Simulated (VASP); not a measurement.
# Ta5Ru (P-6m2) in VASP: notebook

Ta5Ru is run at these levels: PBE; tasks: relaxation of cell and atoms, single point.

Program: VASP 6.6.1. These are calculated values, not measurements. Logs are shortened: lines on timing, memory, paths and dates and some standing lists are left out, and cuts for length are marked.

## Step 1: The cell of the first run

The structure is hexagonal, space group P-6m2 (No. 187). Conventional cell: a = 2.864 Å, b = 2.864 Å, c = 13.681 Å, α = 90.00°, β = 90.00°, γ = 120.00°. Within 3.7 Å of Ta (site symmetry -6m2) lie 12 Ta at 2.82 to 2.86 Å. Within 3.7 Å of Ta (site symmetry 3m) lie 9 Ta at 2.82 to 2.86 Å and 3 Ru at 2.82 Å. Within 3.7 Å of Ta (site symmetry 3m) lie 12 Ta at 2.82 to 2.86 Å. Ru (site symmetry -6m2) has 6 Ta at 2.82 Å and 6 Ru at 2.86 Å within 3.7 Å.

## Step 2: Relaxation of cell and atoms, PBE

INCAR

```
SYSTEM = Ta5Ru
PREC = Accurate ; ENCUT = 600
EDIFF = 1E-6 ; ISMEAR = 0
SIGMA = 0.1 ; LREAL = .FALSE.
LASPH = .TRUE. ; NELM = 60
ALGO = Normal ; ISIF = 3
LWAVE = .FALSE. ; LCHARG = .FALSE.
GGA = PE ; IBRION = 2
NSW = 90 ; EDIFFG = -0.04
```

KPOINTS

```
regular mesh
0
G
  6 6 2
  0 0 0
```

POSCAR

```
Ta5Ru
1.0
    2.8636759600      0.0000000000      0.0000000000
   -1.4318379800      2.4800161300      0.0000000000
    0.0000000000      0.0000000000     13.6813175500
Ta Ru
5 1
Direct
    0.3333333300      0.6666666700      0.0000000000
    0.3333333300      0.6666666700      0.3333333300
    0.3333333300      0.6666666700      0.6666666700
    0.6666666700      0.3333333300      0.1666666700
    0.6666666700      0.3333333300      0.8333333300
    0.6666666700      0.3333333300      0.5000000000
```

Potentials or basis: VASP PAW PBE potentials, release 64 (Ta_pv, Ru_pv).

Launch:

```
> cat potpaw_PBE.64/Ta_pv/POTCAR potpaw_PBE.64/Ru_pv/POTCAR > POTCAR
> mpirun -np 1 vasp_std > vasp.out
```

OUTCAR:

```text
SYSTEM = Ta5Ru
   PREC = Accurate
   ENCUT = 600
   EDIFF = 1E-6
   ISMEAR = 0
   LREAL = .FALSE.
   LASPH = .TRUE.
   NELM = 60
   ISIF = 3
   GGA = PE
   IBRION = 2
   NSW = 90
   EDIFFG = -0.04

 ion  position               nearest neighbor table
   1  0.333  0.667  0.000-   4 2.82   5 2.82   4 2.82   5 2.82   4 2.82   5 2.82
   2  0.333  0.667  0.333-   4 2.82   4 2.82   4 2.82   6 2.82   6 2.82   6 2.82
   3  0.333  0.667  0.667-   5 2.82   5 2.82   5 2.82   6 2.82   6 2.82   6 2.82
   4  0.667  0.333  0.167-   2 2.82   2 2.82   2 2.82   1 2.82   1 2.82   1 2.82
   5  0.667  0.333  0.833-   3 2.82   3 2.82   3 2.82   1 2.82   1 2.82   1 2.82
   6  0.667  0.333  0.500-   2 2.82   3 2.82   2 2.82   3 2.82   2 2.82   3 2.82

  LATTYP: Found a hexagonal cell.
 ALAT       =     2.8636759600
 C/A-ratio  =     4.7775368935

  Lattice vectors:

 A1 = (   2.8636759600,   0.0000000000,   0.0000000000)
 A2 = (  -1.4318379800,   2.4800161300,   0.0000000000)
 A3 = (   0.0000000000,   0.0000000000,  13.6813175500)

Analysis of symmetry for initial positions (statically):
=====================================================================
 Subroutine PRICEL returns:
 Original cell was already a primitive cell.

 Routine SETGRP: Setting up the symmetry group for a
 hexagonal supercell.

 Subroutine GETGRP returns: Found 12 space group operations
 (whereof 12 operations were pure point group operations)
 out of a pool of 24 trial point group operations.

The static configuration has the point symmetry D_3h.

Analysis of symmetry for dynamics (positions and initial velocities):
=====================================================================
 Subroutine PRICEL returns:
 Original cell was already a primitive cell.

 Routine SETGRP: Setting up the symmetry group for a
 hexagonal supercell.

 Subroutine GETGRP returns: Found 12 space group operations
 (whereof 12 operations were pure point group operations)
 out of a pool of 24 trial point group operations.

The dynamic configuration has the point symmetry D_3h.

 Subroutine INISYM returns: Found 12 space group operations
 (whereof 12 operations are pure point group operations),
 and found     1 'primitive' translations

----------------------------------------------------------------------------------------

                                     Primitive cell

[... 88 lines left out ...]
   LREAL  =      F    real-space projection
   EDIFFG = -.4E-01   stopping-criterion for IOM
   NSW    =     90    number of steps for IOM
   IBRION =      2    ionic relax: 0-MD 1-quasi-New 2-CG
   NFREE  =      1    steps in history (QN), initial steepest desc. (CG)
   ISIF   =      3    stress and relaxation
   ISYM   =      2    0-nonsym 1-usesym 2-fastsym
   POTIM  = 0.5000    time-step for ionic-motion
   TEBEG  =    0.0;   TEEND  =   0.0 temperature during run
   PSTRESS=    0.0 pullay stress
   NELECT =      69.0000    total number of electrons
   NUPDOWN=      -1.0000    fix difference up-down
   EMIN   =  10.00;   EMAX   =-10.00  energy-range for DOS
   EFERMI =   0.00;   METHOD = LEGACY
   ISMEAR =     0;   SIGMA  =   0.10  broadening in eV -4-tet -1-fermi 0-gaus
   EFERMI_NEDOS =   21; number of points for ismear=-14 and -15
   IALGO  =     38    algorithm
   IMIX   =      4    mixing-type and parameters
     AMIX     =   0.40;   BMIX     =  1.00
     AMIX_MAG =   1.60;   BMIX_MAG =  1.00
  volume/ion in A,a.u.               =      16.19       109.28
  Fermi-wavevector in a.u.,A,eV,Ry     =   1.460570  2.760077 29.024835  2.133265
  Thomas-Fermi vector in A             =   2.577004
   LORBIT       =      0    0 simple, 1 ext, 2 COOP (PROOUT), +10 PAW based schemes
   GGA     = PE    functional components
   LHFCALC =     F    Hartree Fock is set to
   AEXX    =    0.0000 exact exchange contribution
   IVDW    =     0    specifies the selected vdW correction
   LEPSILON=     F    determine dielectric tensor
   LRPA    =     F    only Hartree local field effects (RPA)
 conjugate gradient relaxation of ions
 non-spin polarized calculation
 Gauss-broadening in eV      SIGMA  =   0.10
  energy-cutoff  :      600.00
  volume of cell :       97.16
 maximum number of plane-waves:      3268
 NGX is ok and might be reduce to    24
   NGX = 11   NGY = 11   NGZ = 55

--------------------------------------- Ionic step        1  -------------------------------------------

 number of electron      68.9999996 magnetization

 Free energy of the ion-electron system (eV)
  ---------------------------------------------------
  ext. energy  EPLUGINS =         0.00000000
  ---------------------------------------------------
  free energy    TOTEN  =       -65.83616762 eV

  energy without entropy =      -65.79043038  energy(sigma->0) =      -65.81329900

------------------------ aborting loop because EDIFF is reached ----------------------------------------

  FORCE on cell =-STRESS in cart. coord.  units (eV):
  Direction    XX          YY          ZZ          XY          YZ          ZX
  --------------------------------------------------------------------------------------
  -------------------------------------------------------------------------------------
  Total       12.8442570     12.8442570     17.3192047      0.0000000     -0.0000000     -0.0000000
  in kB      211.7938117    211.7938118    285.5829171      0.0000000     -0.0000000     -0.0000000
  external PRESSURE =     236.3901802 kB  Pullay stress =       0.0000000 kB
[... 101 lines left out ...]
  FREE ENERGIE OF THE ION-ELECTRON SYSTEM (eV)
  ---------------------------------------------------
  free  energy   TOTEN  =       -66.7098560618 eV

  energy  without entropy=      -66.6541609317  energy(sigma->0) =      -66.68200850

[... ionic steps 4 to 12 ...]

--------------------------------------- Ionic step       13  -------------------------------------------

 number of electron      68.9999998 magnetization

------------------------ aborting loop because EDIFF is reached ----------------------------------------
[... 75 lines left out ...]
--------------------------------------- Ionic step       15  -------------------------------------------

 number of electron      69.0000002 magnetization

 Free energy of the ion-electron system (eV)
  ---------------------------------------------------
  ext. energy  EPLUGINS =         0.00000000
  ---------------------------------------------------
  free energy    TOTEN  =       -67.06076372 eV

  energy without entropy =      -66.98372015  energy(sigma->0) =      -67.02224193

 E-fermi :   6.4879     XC(G=0): -12.6404

 val. band max:        6.4745856269   @ k =   0.1667  -0.0000   0.0000
 cond. band min:       6.4968160068   @ k =   0.1667  -0.0000   0.5000
 fundamental gap:      0.0222303799
 Fermi energy:         6.4879385969

 k-point     1 :       0.0000    0.0000    0.0000
  band No.  band energies     occupation
      1     -35.9101      2.00000
      2     -35.7652      2.00000
      3     -35.7652      2.00000
      4     -27.9827      2.00000
      5     -27.8693      2.00000
      6     -27.6474      2.00000
[... 638 lines left out ...]
  FREE ENERGIE OF THE ION-ELECTRON SYSTEM (eV)
  ---------------------------------------------------
  free  energy   TOTEN  =       -67.0607637156 eV

  energy  without entropy=      -66.9837201454  energy(sigma->0) =      -67.02224193

 reached required accuracy - stopping structural energy minimisation
```

CONTCAR:

```text
Ta5Ru
   1.00000000000000
     2.9100643260984094   -0.0000000000000000    0.0000000000000000
    -1.4550321630492047    2.5201896334997773   -0.0000000000000000
     0.0000000000000000    0.0000000000000000   14.5685983439896383
  Ta              Ru
     5     1
Direct
     0.3333333300000021    0.6666666699999979    0.0000000000000000
     0.3333333300000021    0.6666666699999979    0.3493573234977041
     0.3333333300000021    0.6666666699999979    0.6506426765022958
     0.6666666699999979    0.3333333300000021    0.1748803415038205
     0.6666666699999979    0.3333333300000021    0.8251196584961794
     0.6666666699999979    0.3333333300000021    0.5000000000000000

  0.00000000E+00  0.00000000E+00  0.00000000E+00
  0.00000000E+00  0.00000000E+00  0.00000000E+00
  0.00000000E+00  0.00000000E+00  0.00000000E+00
  0.00000000E+00  0.00000000E+00  0.00000000E+00
  0.00000000E+00  0.00000000E+00  0.00000000E+00
  0.00000000E+00  0.00000000E+00  0.00000000E+00
```

Wall time 29 min (1 thread of Intel Xeon 8259CL, shared host); peak memory 0.29 GiB.

What came out:

```
Free energy                           : -67.0608 eV
Relaxed volume                        : 17.81 Å³/atom
Relaxed cell                          : a = 2.910 Å, b = 2.910 Å, c = 14.569 Å, α = 90.00°, β = 90.00°, γ = 120.00°
Space group after relaxing (to 0.1 Å) : P-6m2 (No. 187)
Energy gained by relaxing             : 204.1 meV/atom
Ionic steps                           : 15
Pressure after relaxing               : 0.0 GPa
Largest force after relaxing          : 0.019 eV/Å
Band gap on the k mesh                : zero (an odd number of electrons rules out a gap without spin polarisation)
```

Forces on the atoms (eV/Å):
```
Ta   0.000  0.000  0.000
Ta   0.000  0.000  0.019
Ta   0.000  0.000 -0.019
Ta   0.000  0.000  0.017
Ta   0.000  0.000 -0.017
Ru   0.000  0.000  0.000
```

The path:
```csv
step,energy change (eV),largest force (eV/Å),pressure (GPa),volume (Å³)
1,0.0000,2.5258,23.64,97.16
2,2.0089,0.6261,-28.57,134.74
3,-0.8737,1.3377,-3.43,108.90
4,-0.8791,1.3917,-1.91,108.03
5,-0.8791,1.4065,-1.50,107.81
6,-1.0592,0.7911,-0.13,106.74
7,-1.1521,0.7934,3.37,105.05
8,-1.1691,0.4327,-3.23,108.81
9,-1.1886,0.5670,-0.57,107.18
10,-1.2163,0.2589,0.02,106.79
11,-1.2225,0.0563,0.51,106.51
12,-1.2229,0.0906,-0.75,107.22
13,-1.2235,0.0763,-0.19,106.91
14,-1.2244,0.0463,-0.08,106.88
15,-1.2246,0.0188,0.04,106.84
```

Final structure:
```cif
data_structure
_symmetry_space_group_name_H-M 'P 1'
_symmetry_Int_Tables_number 1
_cell_length_a 2.9101
_cell_length_b 2.9101
_cell_length_c 14.5686
_cell_angle_alpha 90.000
_cell_angle_beta 90.000
_cell_angle_gamma 120.000
_cell_volume 106.84
loop_
_atom_site_label
_atom_site_type_symbol
_atom_site_fract_x
_atom_site_fract_y
_atom_site_fract_z
_atom_site_occupancy
Ta1 Ta 0.33333 0.66667 0.00000 1
Ta2 Ta 0.33333 0.66667 0.34936 1
Ta3 Ta 0.33333 0.66667 0.65064 1
Ta4 Ta 0.66667 0.33333 0.17488 1
Ta5 Ta 0.66667 0.33333 0.82512 1
Ru1 Ru 0.66667 0.33333 0.50000 1
```

Caveat: the k points lie up to 0.42 Å⁻¹ apart in the final cell, too coarse for converged energies and pressures of a metal; spin-orbit coupling is left out, which moves the levels of the heavy elements.

## Step 3: Single point, PBE

This run uses another cell than the first one, of 17.81 Å³/atom.

INCAR

```
  PREC = Accurate
  ENCUT = 520
  EDIFF = 1E-6
  ISMEAR = 0
  SIGMA = 0.1
  LREAL = False
  LASPH = True
  NELM = 60
  ALGO = Fast
  ISIF = 2
  LWAVE = False
  LCHARG = False
  GGA = PE
  NBANDS = 44
```

KPOINTS

```
Automatic mesh
0
Gamma
  12 12 4
```

POSCAR

```
Ta5Ru
1.0
    2.9085689738      0.0000000000      0.0000000000
   -1.4542844869      2.5188946200      0.0000000000
    0.0000000000      0.0000000000     14.5864601169
Ta Ru
5 1
Direct
    0.3333333333      0.6666666667      0.0000000000
    0.3333333333      0.6666666667      0.3501705160
    0.3333333333      0.6666666667      0.6498294840
    0.6666666667      0.3333333333      0.1756578633
    0.6666666667      0.3333333333      0.8243421367
    0.6666666667      0.3333333333      0.5000000000
```

Potentials or basis: VASP PAW PBE potentials, release 64 (Ta_pv, Ru_pv).

Launch:

```
> cat potpaw_PBE.64/Ta_pv/POTCAR potpaw_PBE.64/Ru_pv/POTCAR > POTCAR
> mpirun -np 1 vasp_std > vasp.out
```

Run time: 8.6 min. Hardware: 1 thread of Intel Xeon 8259CL, shared host; peak memory 0.39 GiB.

The run converged. Its results:

| Property | Result |
| --- | --- |
| Free energy | -67.2206 eV |
| Pressure | 0.1 GPa |
| Largest force | 0.010 eV/Å |
| Band gap on the k mesh | zero (an odd number of electrons rules out a gap without spin polarisation) |

Forces on the atoms (eV/Å):
```
Ta   0.000  0.000  0.000
Ta   0.000  0.000 -0.010
Ta   0.000  0.000  0.010
Ta   0.000  0.000 -0.001
Ta   0.000  0.000  0.001
Ru   0.000  0.000  0.000
```

Levels at points of the mesh, in eV from the Fermi level:
```
           k point  band 32  band 33  band 34  band 35  band 36  band 37
(0.00, 0.00, 0.00)    -0.58    -0.31     0.55     0.55     0.66     0.66
(0.50, 0.00, 0.00)    -0.25     0.22     0.65     0.79     1.10     1.13
(0.00, 0.00, 0.50)    -0.55    -0.31     0.55     0.55     0.57     0.57
(0.50, 0.00, 0.50)     0.19     0.52     0.84     0.92     1.01     1.21
```

Caveat: spin-orbit coupling is left out, which moves the levels of the heavy elements.

The gap in the log of VASP goes by the Fermi energy; the results here count the filled bands.